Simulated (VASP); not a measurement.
# CsLiCr2Te2S3 (R32) in VASP: a series of runs, part 2 of 2

VASP 6.6.1. Earlier steps stand in the parts before.

### Step 3. Single point, PBE, collinear spin, ferromagnetic start

This run uses another cell than the first one, of 27.42 Å³/atom.

Contents of INCAR:

```
PREC = Accurate
ENCUT = 520
EDIFF = 1E-6
ISMEAR = -1
SIGMA = 0.05
LREAL = False
LASPH = True
NELM = 150
ALGO = Normal
ISIF = 2
LWAVE = False
LCHARG = False
ISPIN = 2
MAGMOM = 0 0 3 3 0 0 0 0 0
LORBIT = 11
LMAXMIX = 4
GGA = PE
NBANDS = 47
```

Contents of KPOINTS:

```
Automatic mesh
0
Gamma
  5 5 5
```

Contents of POSCAR:

```
CsLiCr2Te2S3
1.0
    3.2515303748      1.8772690229      6.7393761025
   -3.2515303748      1.8772690229      6.7393761025
    0.0000000000     -3.7545478416      6.7393761025
Cs Li Cr Te S
1 1 2 2 3
Direct
    0.0000000000      0.0000000000      0.0000000000
    0.5000000000      0.5000000000      0.5000000000
    0.7984800000      0.7984800000      0.7984800000
    0.2015200000      0.2015200000      0.2015200000
    0.6799000000      0.6799000000      0.6799000000
    0.3201000000      0.3201000000      0.3201000000
    0.1362600000      0.8637400000      0.5000000000
    0.5000000000      0.1362600000      0.8637400000
    0.8637400000      0.5000000000      0.1362600000
```

Potentials or basis: VASP PAW PBE potentials, release 64 (Cs_sv, Li_sv, Cr_pv, Te, S).

On the command line:

```console
> cat potpaw_PBE.64/Cs_sv/POTCAR potpaw_PBE.64/Li_sv/POTCAR potpaw_PBE.64/Cr_pv/POTCAR potpaw_PBE.64/Te/POTCAR potpaw_PBE.64/S/POTCAR > POTCAR
> mpirun -np 1 vasp_std > vasp.out
```

OUTCAR:

```text
PREC = Accurate
   ENCUT = 520
   EDIFF = 1E-6
   ISMEAR = -1
   LREAL = False
   LASPH = True
   NELM = 150
   ISIF = 2
   ISPIN = 2
   LORBIT = 11
   GGA = PE

 ion  position               nearest neighbor table
   1  0.000  0.000  0.000-
   2  0.500  0.500  0.500-   7 2.37   8 2.37   9 2.37
   3  0.798  0.798  0.798-   7 2.19   8 2.19   9 2.19   5 2.40
   4  0.202  0.202  0.202-   7 2.19   9 2.19   8 2.19   6 2.40
   5  0.680  0.680  0.680-   3 2.40
   6  0.320  0.320  0.320-   4 2.40
   7  0.136  0.864  0.500-   3 2.19   4 2.19   2 2.37
   8  0.500  0.136  0.864-   3 2.19   4 2.19   2 2.37
   9  0.864  0.500  0.136-   4 2.19   3 2.19   2 2.37

  LATTYP: Found a trigonal (rhomboedric) cell.
 ALAT       =     7.7146470440
 COS(alpha) =     0.6447177554

  Lattice vectors:

 A1 = (   3.2515303748,   1.8772690229,   6.7393761025)
 A2 = (  -3.2515303748,   1.8772690229,   6.7393761025)
 A3 = (   0.0000000000,  -3.7545478416,   6.7393761025)

Analysis of symmetry for initial positions (statically):
=====================================================================
 Subroutine PRICEL returns:
 Original cell was already a primitive cell.

 Routine SETGRP: Setting up the symmetry group for a
 trigonal (rhombohedral) supercell.

 Subroutine GETGRP returns: Found  6 space group operations
 (whereof  6 operations were pure point group operations)
 out of a pool of 12 trial point group operations.

The static configuration has the point symmetry D_3 .

Analysis of symmetry for dynamics (positions and initial velocities):
=====================================================================
 Subroutine PRICEL returns:
 Original cell was already a primitive cell.

 Routine SETGRP: Setting up the symmetry group for a
 trigonal (rhombohedral) supercell.

 Subroutine GETGRP returns: Found  6 space group operations
 (whereof  6 operations were pure point group operations)
 out of a pool of 12 trial point group operations.

The dynamic configuration has the point symmetry D_3 .

Analysis of structural, dynamic, and magnetic symmetry:
=====================================================================
 Subroutine PRICEL returns:
 Original cell was already a primitive cell.

 Routine SETGRP: Setting up the symmetry group for a
 trigonal (rhombohedral) supercell.

 Subroutine GETGRP returns: Found  6 space group operations
 (whereof  6 operations were pure point group operations)
 out of a pool of 12 trial point group operations.

The overall configuration has the point symmetry D_3 .

 Subroutine INISYM returns: Found  6 space group operations
 (whereof  6 operations are pure point group operations),
 and found     1 'primitive' translations

----------------------------------------------------------------------------------------

                                     Primitive cell

  volume of cell :     246.8232

[... 103 lines left out ...]
   ISYM   =      2    0-nonsym 1-usesym 2-fastsym
   POTIM  = 0.5000    time-step for ionic-motion
   TEBEG  =    0.0;   TEEND  =   0.0 temperature during run
   PSTRESS=    0.0 pullay stress
   NELECT =      66.0000    total number of electrons
   NUPDOWN=      -1.0000    fix difference up-down
   EMIN   =  10.00;   EMAX   =-10.00  energy-range for DOS
   EFERMI =   0.00;   METHOD = LEGACY
   ISMEAR =    -1;   SIGMA  =   0.05  broadening in eV -4-tet -1-fermi 0-gaus
   EFERMI_NEDOS =   21; number of points for ismear=-14 and -15
   IALGO  =     38    algorithm
   IMIX   =      4    mixing-type and parameters
     AMIX     =   0.40;   BMIX     =  1.00
     AMIX_MAG =   1.60;   BMIX_MAG =  1.00
  volume/ion in A,a.u.               =      27.42       185.07
  Fermi-wavevector in a.u.,A,eV,Ry     =   1.054696  1.993087 15.134910  1.112385
  Thomas-Fermi vector in A             =   2.189866
   LORBIT       =     11    0 simple, 1 ext, 2 COOP (PROOUT), +10 PAW based schemes
   GGA     = PE    functional components
   LHFCALC =     F    Hartree Fock is set to
   AEXX    =    0.0000 exact exchange contribution
   IVDW    =     0    specifies the selected vdW correction
   LEPSILON=     F    determine dielectric tensor
   LRPA    =     F    only Hartree local field effects (RPA)
 spin polarized calculation
  energy-cutoff  :      520.00
  volume of cell :      246.82
 maximum number of plane-waves:      6663
 NGX is ok and might be reduce to    60
   NGX = 29   NGY = 29   NGZ = 29

 number of electron      66.0000002 magnetization       4.0006775

 Free energy of the ion-electron system (eV)
  ---------------------------------------------------
  ext. energy  EPLUGINS =         0.00000000
  ---------------------------------------------------
  free energy    TOTEN  =       -45.55593455 eV

  energy without entropy =      -45.53845944  energy(sigma->0) =      -45.54719699

 E-fermi :   3.4772     XC(G=0):  -8.6626

 val. band max:        3.4694602328   @ k =   0.2000   0.2000   0.2000
 cond. band min:       3.4999493797   @ k =  -0.2000   0.2000   0.0000
 fundamental gap:      0.0304891469
 Fermi energy:         3.4771741531

 spin component 1

 k-point     1 :       0.0000    0.0000    0.0000
  band No.  band energies     occupation
      1     -42.5668      1.00000
      2     -40.8450      1.00000
      3     -40.8450      1.00000
      4     -40.8413      1.00000
      5     -40.8413      1.00000
      6     -40.7229      1.00000
[... 901 lines left out ...]
     44       8.5946      0.00000
     45       9.2946      0.00000
 Fermi energy:         3.4771741531

 spin component 2

 k-point     1 :       0.0000    0.0000    0.0000
  band No.  band energies     occupation
      1     -42.5539      1.00000
      2     -38.7629      1.00000
      3     -38.7619      1.00000
      4     -38.5303      1.00000
      5     -38.5303      1.00000
      6     -38.5256      1.00000
[... 901 lines left out ...]
     44       8.6801      0.00000
     45       9.3798      0.00000
 [bands above 45 left out]

------------------------ aborting loop because EDIFF is reached ----------------------------------------

  FORCE on cell =-STRESS in cart. coord.  units (eV):
  Direction    XX          YY          ZZ          XY          YZ          ZX
  --------------------------------------------------------------------------------------
  -------------------------------------------------------------------------------------
  Total        4.3753290      4.3753306      3.7597116      0.0000000     -0.0000018      0.0000000
  in kB       28.4011070     28.4011176     24.4050154      0.0000000     -0.0000118      0.0000000
  external PRESSURE =      27.0690800 kB  Pullay stress =       0.0000000 kB

 VOLUME and BASIS-vectors are now :
 -----------------------------------------------------------------------------
  energy-cutoff  :      520.00
  volume of cell :      246.82
      direct lattice vectors                 reciprocal lattice vectors
     3.251530375  1.877269023  6.739376102     0.153773744  0.088781296  0.049460606
    -3.251530375  1.877269023  6.739376102    -0.153773744  0.088781296  0.049460606
     0.000000000 -3.754547842  6.739376102     0.000000000 -0.177562592  0.049460477

 POSITION                                       TOTAL-FORCE (eV/Angst)
 -----------------------------------------------------------------------------------
      0.00000      0.00000      0.00000         0.000000     -0.000000      0.000000
      0.00000     -0.00000     10.10906         0.000000     -0.000000      0.000000
      0.00000     -0.00001     16.14377         0.000000     -0.000000      0.061640
      0.00000     -0.00000      4.07436         0.000000      0.000000     -0.061640
      0.00000     -0.00001     13.74631         0.000000      0.000000     -0.519467
      0.00000     -0.00000      6.47182         0.000000     -0.000000      0.519467
     -2.36542     -0.00000     10.10906         0.248252      0.000000      0.000000
      1.18271     -2.04852     10.10906        -0.124126      0.214993      0.000000
      1.18271      2.04851     10.10906        -0.124126     -0.214993      0.000000
 -----------------------------------------------------------------------------------
    total drift:                                0.000020      0.000000     -0.000000

  FREE ENERGIE OF THE ION-ELECTRON SYSTEM (eV)
  ---------------------------------------------------
  free  energy   TOTEN  =       -45.5559345486 eV

  energy  without entropy=      -45.5384594375  energy(sigma->0) =      -45.54719699

 total charge

# of ion       s       p       d       tot
------------------------------------------
    1        1.836   4.697   0.044   6.577
    2        2.019   0.049   0.000   2.068
    3        0.362   6.321   4.225  10.908
    4        0.362   6.321   4.225  10.908
    5        1.386   2.007   0.023   3.417
    6        1.386   2.007   0.023   3.417
    7        1.332   2.436   0.000   3.768
    8        1.332   2.436   0.000   3.768
    9        1.332   2.436   0.000   3.768
--------------------------------------------------
tot         11.346  28.712   8.541  48.599

 magnetization (x)

# of ion       s       p       d       tot
------------------------------------------
    1       -0.000  -0.006  -0.001  -0.007
    2        0.002   0.003   0.000   0.005
    3        0.030   0.029   2.123   2.182
    4        0.030   0.029   2.123   2.182
    5       -0.005  -0.175   0.004  -0.176
    6       -0.005  -0.175   0.004  -0.176
    7       -0.004  -0.066   0.000  -0.069
    8       -0.004  -0.066   0.000  -0.069
    9       -0.004  -0.066   0.000  -0.069
--------------------------------------------------
tot          0.041  -0.492   4.252   3.802
```

Run time: 14 min. Hardware: 1 thread of Intel Xeon Platinum 8488C (Sapphire Rapids), shared host; peak memory 0.9 GiB.

What came out:

```yaml
Free_energy: -45.5559 eV
Largest_force: 0.519 eV/Å
Band_gap_on_the_k_mesh: zero (filled and empty bands overlap)
Net_moment: 4.00 μB per cell
Site_moments: Cs -0.01; Li +0.01; Cr +2.18; Te -0.18; S -0.07 μB
Valence_electrons_inside_the_program's_atomic_spheres: Cs 6.58; Li 2.07; Cr 10.91; Te 3.42; S 3.77
```

Forces on the atoms (eV/Å):
```
Cs   0.000  0.000  0.000
Li   0.000  0.000  0.000
Cr   0.000  0.000  0.062
Cr   0.000  0.000 -0.062
Te   0.000  0.000 -0.519
Te   0.000  0.000  0.519
S    0.248  0.000  0.000
S   -0.124  0.215  0.000
S   -0.124 -0.215  0.000
```

Caveat: the cutoff is under 1.25 times the usual one of these potentials, so pressure, stress and relaxed cells hold a basis-set (Pulay) error; spin-orbit coupling is left out, which moves the levels of the heavy elements; the run started ferromagnetic, and an antiferromagnetic order may lie lower in energy. With open d or f shells a metallic result of PBE can be an artefact of self-interaction; +U or a hybrid may open a gap.

### Step 4. Single point, PBE, collinear spin, ferromagnetic start

This run uses another cell than the first one, of 29.17 Å³/atom.

Contents of INCAR:

```
SYSTEM = CsLiCr2Te2S3
  ALGO = Normal
  EDIFF = 1E-6
  ENCUT = 520
  GGA = PE
  ISIF = 2
  ISMEAR = -1
  ISPIN = 2
  LASPH = .TRUE.
  LCHARG = .FALSE.
  LMAXMIX = 4
  LORBIT = 11
  LREAL = .FALSE.
  LWAVE = .FALSE.
  MAGMOM = 0 0 3 3 0 0 0 0 0
  NBANDS = 47
  NELM = 150
  PREC = Accurate
  SIGMA = 0.05
```

Contents of KPOINTS:

```
k-points
0
G
  4 4 4
  0 0 0
```

Contents of POSCAR:

```
CsLiCr2Te2S3
1.0
    3.3190776149      1.9162686876      6.8804998320
   -3.3190776149      1.9162686876      6.8804998320
    0.0000000000     -3.8325423757      6.8804984393
Cs Li Cr Te S
1 1 2 2 3
Direct
    0.0000000000      0.0000000000      0.0000000000
    0.5000000000      0.5000000000      0.5000000000
    0.7984583501      0.7984583501      0.7984583501
    0.2015416499      0.2015416499      0.2015416499
    0.6799719371      0.6799719371      0.6799719371
    0.3200280629      0.3200280629      0.3200280629
    0.1361854076      0.8638145924      0.5000000000
    0.5000000000      0.1361854076      0.8638145924
    0.8638145924      0.5000000000      0.1361854076
```

On the command line:

```console
> cat potpaw_PBE.64/Cs_sv/POTCAR potpaw_PBE.64/Li_sv/POTCAR potpaw_PBE.64/Cr_pv/POTCAR potpaw_PBE.64/Te/POTCAR potpaw_PBE.64/S/POTCAR > POTCAR
> mpirun -np 1 vasp_std > vasp.out
```

It took 22 min on 1 thread of Intel Xeon 8259CL, shared host; peak memory 0.84 GiB.

It converged, with:

- Free energy: -45.6819 eV
- Largest force: 0.005 eV/Å
- Band gap on the k mesh: zero (filled and empty bands overlap)
- Net moment: 4.00 μB per cell
- Site moments: Cs -0.01; Li +0.00; Cr +2.32; Te -0.23; S -0.08 μB
- Valence electrons inside the program's atomic spheres: Cs 6.57; Li 2.06; Cr 10.79; Te 3.39; S 3.75

Forces in eV/Å, atoms in the order of the input:
```
Cs   0.000  0.000  0.000
Li   0.000  0.000  0.000
Cr   0.000  0.000 -0.005
Cr   0.000  0.000  0.005
Te   0.000  0.000  0.003
Te   0.000  0.000 -0.003
S    0.002  0.000  0.000
S   -0.001  0.001  0.000
S   -0.001 -0.001  0.000
```

Levels at points of the mesh, in eV from the Fermi level:
Spin up:
| k point | band 31 | band 32 | band 33 | band 34 | band 35 | band 36 | band 37 | band 38 | band 39 | band 40 |
| --- | --- | --- | --- | --- | --- | --- | --- | --- | --- | --- |
| (0.00, 0.00, 0.00) | -1.47 | -0.49 | -0.49 | -0.16 | -0.16 | 0.08 | 0.34 | 0.34 | 1.72 | 1.80 |
| (0.50, 0.00, 0.00) | -1.35 | -1.08 | -0.50 | -0.26 | -0.18 | 0.41 | 0.79 | 0.79 | 0.87 | 1.06 |
| (0.50, 0.50, 0.00) | -0.94 | -0.83 | -0.66 | -0.34 | -0.03 | 0.11 | 0.43 | 0.43 | 0.90 | 1.20 |
| (0.50, 0.50, 0.50) | -1.44 | -1.15 | -1.15 | -0.44 | -0.21 | -0.21 | 0.87 | 0.87 | 1.14 | 1.64 |
Spin down:
```tsv
k point	band 29	band 30	band 31	band 32	band 33	band 34
(0.00, 0.00, 0.00)	-1.75	-0.22	-0.22	0.73	0.73	1.06
(0.50, 0.00, 0.00)	-1.48	-0.89	-0.77	0.81	1.10	1.28
(0.50, 0.50, 0.00)	-1.59	-0.68	-0.30	0.86	0.89	1.07
(0.50, 0.50, 0.50)	-1.65	-0.74	-0.74	0.72	0.72	0.87
```

Caveat: the cutoff is under 1.25 times the usual one of these potentials, so pressure, stress and relaxed cells hold a basis-set (Pulay) error; spin-orbit coupling is left out, which moves the levels of the heavy elements; the run started ferromagnetic, and an antiferromagnetic order may lie lower in energy. With open d or f shells a metallic result of PBE can be an artefact of self-interaction; +U or a hybrid may open a gap.

### Step 5. Overview

```csv
level,cell,k mesh,gap on the mesh (eV),moment (μB),largest force (eV/Å)
BLYP,"a = 9.889 Å, angles 39.1°, 9 atoms, atomic positions A",4 × 4 × 4,none,4.00,0.02
PBE,"a = 7.715 Å, angles 49.9°, 9 atoms, atomic positions B",5 × 5 × 5,none,4.00,0.52
PBE,"a = 7.876 Å, angles 49.8°, 9 atoms, atomic positions C",4 × 4 × 4,none,4.00,0.01
```

Alike in all rows: task single point; potentials or basis VASP PAW PBE potentials, release 64 (Cs_sv, Li_sv, Cr_pv, Te, S); spin collinear, ferromagnetic start; cutoff (eV) 520; smearing fermi-dirac 0.05 eV.

Caveats: the cutoff is under 1.25 times the usual one of these potentials, so pressure, stress and relaxed cells hold a basis-set (Pulay) error; spin-orbit coupling is left out, which moves the levels of the heavy elements; the run started ferromagnetic, and an antiferromagnetic order may lie lower in energy; the PAW data sets were made with another functional, which shifts forces and pressure a little (at least some runs).

Absolute energies hang on the potentials; compare differences alone.

The gap in the log of VASP goes by the Fermi energy; the results here count the filled bands.